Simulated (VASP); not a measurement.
Crystal: ZrO2.

```
CELL_PARAMETERS angstrom
3.59610 0.00000 0.00000
0.00000 3.59610 0.00000
0.00000 0.00000 5.33231
ATOMIC_POSITIONS crystal
Zr 0.00000 0.00000 0.00000
Zr 0.50000 0.50000 0.50000
O 0.00000 0.50000 0.20119
O 0.00000 0.50000 0.70119
O 0.50000 0.00000 0.29881
O 0.50000 0.00000 0.79881
```

This cell differs from its parent crystal: z stretched by +3 %.

- Program: VASP 6.6.1
- Task: relaxation of the atoms
- Functional: PBE
- Potentials or basis: VASP PAW PBE potentials, release 64 (Zr_sv, O)
- Cutoff: 520 eV
- k mesh: 8 × 8 × 6
- Occupations: fermi-dirac, width 0.02 eV
- Spin: no spin polarisation

At the start: pressure -0.5 GPa; volume 11.49 Å³/atom.

Q: Where does the relaxation end?

A: Over 3 steps the energy falls by 3.7 meV/atom at a fixed cell; space group P4_2/nmc (No. 137, to 0.1 Å) before and after.

The path:
```tsv
step	energy change (eV)	largest force (eV/Å)	pressure (GPa)
1	0.0000	0.2300	-0.50
2	-0.0092	0.1817	0.02
3	-0.0224	0.0110	1.74
```

Final structure:
```yaml
crystal:
  lattice:
    - [3.59610, 0.00000, 0.00000]
    - [0.00000, 3.59610, 0.00000]
    - [0.00000, 0.00000, 5.33231]
  atoms:
    - { symbol: Zr, position: [0.00000, 0.00000, 0.00000] }
    - { symbol: Zr, position: [0.50000, 0.50000, 0.50000] }
    - { symbol: O, position: [0.00000, 0.50000, 0.19287] }
    - { symbol: O, position: [0.00000, 0.50000, 0.69287] }
    - { symbol: O, position: [0.50000, 0.00000, 0.30713] }
    - { symbol: O, position: [0.50000, 0.00000, 0.80713] }
```

Caveat: the cell differs from its parent crystal (z stretched by +3 %).
